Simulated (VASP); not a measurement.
# Yb in VASP: single point with PBE

Aim: the single point of Yb with PBE.

Program: VASP 6.6.1. These are calculated values, not measurements. Logs are shortened: lines on timing, memory, paths and dates and some standing lists are left out, and cuts for length are marked.

## (1) The cell of the first run

The cell holds a slab with vacuum, 2 atoms: a = 3.879 Å, b = 3.879 Å, c = 17.167 Å, α = 90.00°, β = 90.00°, γ = 60.00°.

## (2) Single point, PBE

Input file INCAR:

```
  ALGO = Normal
  DIPOL = 0.5 0.5 0.500
  EDIFF = 1E-7
  ENCUT = 520
  GGA = PE
  IDIPOL = 3
  ISIF = 2
  ISMEAR = -1
  LASPH = T
  LCHARG = F
  LDIPOL = T
  LREAL = F
  LWAVE = F
  NBANDS = 31
  NELM = 80
  PREC = Accurate
  SIGMA = 0.15
```

Input file KPOINTS:

```
k-points
0
Gamma
  5 5 1
```

Input file POSCAR:

```
Yb
1.0
    3.8793292229      0.0000000000      0.0000000000
    1.9396646115      3.3595976567      0.0000000000
    0.0000000000      0.0000000000     17.1674590468
Yb
2
Direct
    0.0000000000      0.0000000000      0.4077481694
    0.3333333333      0.3333333333      0.5922518306
```

Potentials or basis: VASP PAW PBE potentials, release 64 (Yb).

The run is started by

```console
$ cat potpaw_PBE.64/Yb/POTCAR > POTCAR
$ mpirun -np 1 vasp_std > vasp.out
```

OUTCAR:

```text
EDIFF = 1E-7
   ENCUT = 520
   GGA = PE
   ISIF = 2
   ISMEAR = -1
   LASPH = T
   LREAL = F
   NELM = 80
   PREC = Accurate

 ion  position               nearest neighbor table
   1  0.000  0.000  0.408-
   2  0.333  0.333  0.592-

  LATTYP: Found a hexagonal cell.
 ALAT       =     3.8793292229
 C/A-ratio  =     4.4253679077

  Lattice vectors:

 A1 = (  -1.9396646115,  -3.3595976567,   0.0000000000)
 A2 = (   3.8793292229,   0.0000000000,   0.0000000000)
 A3 = (   0.0000000000,   0.0000000000,  17.1674590468)

Analysis of symmetry for initial positions (statically):
=====================================================================
 Subroutine PRICEL returns:
 Original cell was already a primitive cell.

 Routine SETGRP: Setting up the symmetry group for a
 hexagonal supercell.

 Subroutine GETGRP returns: Found 12 space group operations
 (whereof  6 operations were pure point group operations)
 out of a pool of 24 trial point group operations.

The static configuration has the point symmetry C_3v.
 The point group associated with its full space group is D_3d.

Analysis of symmetry for dynamics (positions and initial velocities):
=====================================================================
 Subroutine PRICEL returns:
 Original cell was already a primitive cell.

 Routine SETGRP: Setting up the symmetry group for a
 hexagonal supercell.

 Subroutine GETGRP returns: Found 12 space group operations
 (whereof  6 operations were pure point group operations)
 out of a pool of 24 trial point group operations.

The dynamic configuration has the point symmetry C_3v.
 The point group associated with its full space group is D_3d.

 Subroutine INISYM returns: Found 12 space group operations
 (whereof  6 operations are pure point group operations),
 and found     1 'primitive' translations

----------------------------------------------------------------------------------------

                                     Primitive cell

  volume of cell :     223.7432

  direct lattice vectors                    reciprocal lattice vectors
     3.879329223  0.000000000  0.000000000     0.257776523 -0.148827345  0.000000000
     1.939664612  3.359597657  0.000000000     0.000000000  0.297654690  0.000000000
     0.000000000  0.000000000 17.167459047     0.000000000  0.000000000  0.058249738

  length of vectors
     3.879329223  3.879329223 17.167459047     0.297654690  0.297654690  0.058249738

  position of ions in fractional coordinates (direct lattice)
     0.000000000  0.000000000  0.407748169
     0.333333333  0.333333333  0.592251831

  ion indices of the primitive-cell ions
   primitive index   ion index
                 1           1
                 2           2

----------------------------------------------------------------------------------------

 KPOINTS: k-points

Automatic generation of k-mesh.
 Grid dimensions read from file:
 generate k-points for:    5    5    1

 Generating k-lattice:

  Cartesian coordinates                     Fractional coordinates (reciprocal lattice)
     0.051555305 -0.029765469  0.000000000     0.200000000  0.000000000  0.000000000
     0.000000000  0.059530938  0.000000000     0.000000000  0.200000000  0.000000000
     0.000000000  0.000000000  0.058249738     0.000000000  0.000000000  1.000000000

  Length of vectors
     0.059530938  0.059530938  0.058249738

  Shift w.r.t. Gamma in fractional coordinates (k-lattice)
     0.000000000  0.000000000  0.000000000

 Subroutine IBZKPT returns following result:
 ===========================================

 Found      5 irreducible k-points:

 Following reciprocal coordinates:
            Coordinates               Weight
  0.000000  0.000000  0.000000      1.000000
  0.200000  0.000000  0.000000      6.000000
  0.400000  0.000000  0.000000      6.000000
  0.400000  0.200000  0.000000      6.000000
 -0.400000  0.200000  0.000000      6.000000
   k-points           NKPTS =      5   k-points in BZ     NKDIM =      5   number of bands    NBANDS=     31
   number of dos      NEDOS =    301   number of ions     NIONS =      2
   total plane-waves  NPLWV = 115200
   dimension x,y,z NGX =    30 NGY =   30 NGZ =  128
   dimension x,y,z NGXF=    60 NGYF=   60 NGZF=  256
   ions per type =               2
   NGX,Y,Z   is equivalent  to a cutoff of  12.86, 12.86, 12.40 a.u.
   NGXF,Y,Z  is equivalent  to a cutoff of  25.71, 25.71, 24.79 a.u.
 SYSTEM =  unknown system
   PREC   = accura    normal or accurate (medium, high low for compatibility)
   ISTART =      0    job   : 0-new  1-cont  2-samecut
   ICHARG =      2    charge: 1-file 2-atom 10-const
   ISPIN  =      1    spin polarized calculation?
   LNONCOLLINEAR =      F non collinear calculations
   LSORBIT =      F    spin-orbit coupling
   LASPH  =      T    aspherical Exc in radial PAW
   ENCUT  =  520.0 eV  38.22 Ry    6.18 a.u.   7.21  7.21 31.92*2*pi/ulx,y,z
   NELM   =     80;   NELMIN=  2; NELMDL= -5     # of ELM steps
   EDIFF  = 0.1E-06   stopping-criterion for ELM
   LREAL  =      F    real-space projection
   EDIFFG = 0.1E-05   stopping-criterion for IOM
   NSW    =      0    number of steps for IOM
   IBRION =     -1    ionic relax: 0-MD 1-quasi-New 2-CG
   NFREE  =      0    steps in history (QN), initial steepest desc. (CG)
   ISIF   =      2    stress and relaxation
   ISYM   =      2    0-nonsym 1-usesym 2-fastsym
   POTIM  = 0.5000    time-step for ionic-motion
   TEBEG  =    0.0;   TEEND  =   0.0 temperature during run
   PSTRESS=    0.0 pullay stress
   NELECT =      48.0000    total number of electrons
   NUPDOWN=      -1.0000    fix difference up-down
   EMIN   =  10.00;   EMAX   =-10.00  energy-range for DOS
   EFERMI =   0.00;   METHOD = LEGACY
   ISMEAR =    -1;   SIGMA  =   0.15  broadening in eV -4-tet -1-fermi 0-gaus
   EFERMI_NEDOS =   21; number of points for ismear=-14 and -15
   IALGO  =     38    algorithm
   IMIX   =      4    mixing-type and parameters
     AMIX     =   0.40;   BMIX     =  1.00
     AMIX_MAG =   1.60;   BMIX_MAG =  1.00
  volume/ion in A,a.u.               =     111.87       754.95
  Fermi-wavevector in a.u.,A,eV,Ry     =   0.980028  1.851985 13.067789  0.960455
  Thomas-Fermi vector in A             =   2.110927
   LORBIT       =      0    0 simple, 1 ext, 2 COOP (PROOUT), +10 PAW based schemes
   GGA     = PE    functional components
   LHFCALC =     F    Hartree Fock is set to
   AEXX    =    0.0000 exact exchange contribution
   IVDW    =     0    specifies the selected vdW correction
   LEPSILON=     F    determine dielectric tensor
   LRPA    =     F    only Hartree local field effects (RPA)
 non-spin polarized calculation
  energy-cutoff  :      520.00
  volume of cell :      223.74
 maximum number of plane-waves:      6048
 NGX is ok and might be reduce to    30
   NGX = 15   NGY = 15   NGZ = 63

 dipolmoment           0.000000      0.000000      0.000000 electrons x Angstroem

 number of electron      47.9999990 magnetization

 dipolmoment           0.000000      0.000000     -0.000000 electrons x Angstroem

 Free energy of the ion-electron system (eV)
  ---------------------------------------------------
  ext. energy  EPLUGINS =         0.00000000
  ---------------------------------------------------
  free energy    TOTEN  =        -6.39856399 eV

  energy without entropy =       -5.99754988  energy(sigma->0) =       -6.19805694

 E-fermi :  -1.2499     XC(G=0):  -4.2466

 val. band max:       -1.6801848634   @ k =  -0.4000   0.2000   0.0000
 cond. band min:      -1.1986806707   @ k =   0.0000   0.0000   0.0000
 fundamental gap:      0.4815041928
 Fermi energy:        -1.2498879731

 k-point     1 :       0.0000    0.0000    0.0000
  band No.  band energies     occupation
      1     -53.4572      2.00000
      2     -53.4532      2.00000
      3     -25.9126      2.00000
      4     -25.8124      2.00000
      5     -25.7098      2.00000
      6     -25.7098      2.00000
[... 23 lines left out ...]
     30       1.4960      0.00000
     31       1.4960      0.00000

 k-point     2 :       0.2000    0.0000    0.0000
  band No.  band energies     occupation
      1     -53.4550      2.00000
      2     -53.4516      2.00000
      3     -25.8988      2.00000
      4     -25.8188      2.00000
      5     -25.7593      2.00000
      6     -25.7485      2.00000
[... 23 lines left out ...]
     30       1.8222      0.00000
     31       1.9469      0.00000

 k-point     3 :       0.4000    0.0000    0.0000
  band No.  band energies     occupation
      1     -53.4511      2.00000
      2     -53.4493      2.00000
      3     -25.8815      2.00000
      4     -25.8659      2.00000
      5     -25.8224      2.00000
      6     -25.8064      2.00000
[... 23 lines left out ...]
     30       1.6393      0.00000
     31       1.7361      0.00000

 k-point     4 :       0.4000    0.2000    0.0000
  band No.  band energies     occupation
      1     -53.4519      2.00000
      2     -53.4497      2.00000
      3     -25.8809      2.00000
      4     -25.8409      2.00000
      5     -25.8081      2.00000
      6     -25.7934      2.00000
[... 23 lines left out ...]
     30       1.4886      0.00000
     31       1.8031      0.00000

 k-point     5 :      -0.4000    0.2000    0.0000
  band No.  band energies     occupation
      1     -53.4497      2.00000
      2     -53.4489      2.00000
      3     -25.8697      2.00000
      4     -25.8654      2.00000
      5     -25.8188      2.00000
      6     -25.8159      2.00000
[... 23 lines left out ...]
     30       1.7731      0.00000
     31       1.8917      0.00000

------------------------ aborting loop because EDIFF is reached ----------------------------------------

 vacuum level on the upper side and lower side of the slab       (xc-potential included)        -0.419        -0.419

  FORCE on cell =-STRESS in cart. coord.  units (eV):
  Direction    XX          YY          ZZ          XY          YZ          ZX
  --------------------------------------------------------------------------------------
  -------------------------------------------------------------------------------------
  Total       -1.0548050     -1.0548050     -1.2015162     -0.0000000     -0.0000000      0.0000000
  in kB       -7.5532319     -7.5532319     -8.6037998     -0.0000000     -0.0000000      0.0000000
  external PRESSURE =      -7.9034212 kB  Pullay stress =       0.0000000 kB

 VOLUME and BASIS-vectors are now :
 -----------------------------------------------------------------------------
  energy-cutoff  :      520.00
  volume of cell :      223.74
      direct lattice vectors                 reciprocal lattice vectors
     3.879329223  0.000000000  0.000000000     0.257776523 -0.148827345  0.000000000
     1.939664612  3.359597657  0.000000000     0.000000000  0.297654690  0.000000000
     0.000000000  0.000000000 17.167459047     0.000000000  0.000000000  0.058249738

 POSITION                                       TOTAL-FORCE (eV/Angst)
 -----------------------------------------------------------------------------------
      0.00000      0.00000      7.00000        -0.000000      0.000000      0.321795
      1.93966      1.11987     10.16746         0.000000      0.000000     -0.321795
 -----------------------------------------------------------------------------------
    total drift:                                0.000001      0.000000     -0.000000

  FREE ENERGIE OF THE ION-ELECTRON SYSTEM (eV)
  ---------------------------------------------------
  free  energy   TOTEN  =        -6.3985639911 eV

  energy  without entropy=       -5.9975498817  energy(sigma->0) =       -6.19805694

 vacuum level on the upper side and lower side of the slab         1.278         1.278
```

It took 3.9 min on 1 thread of Intel Xeon Platinum 8375C at 2.90GHz (Ice Lake), shared host; peak memory 0.35 GiB.

Results:

```
Free energy            : -6.3986 eV
Largest force          : 0.322 eV/Å
Band gap on the k mesh : 0.48 eV (least direct gap 0.68 eV)
```

Forces on the atoms (eV/Å):
```
Yb   0.000  0.000  0.322
Yb   0.000  0.000 -0.322
```

Caveat: spin-orbit coupling is left out, which moves the levels of the heavy elements. Spin polarisation is off, so any magnetic state and its effect on volume and gap are missing.
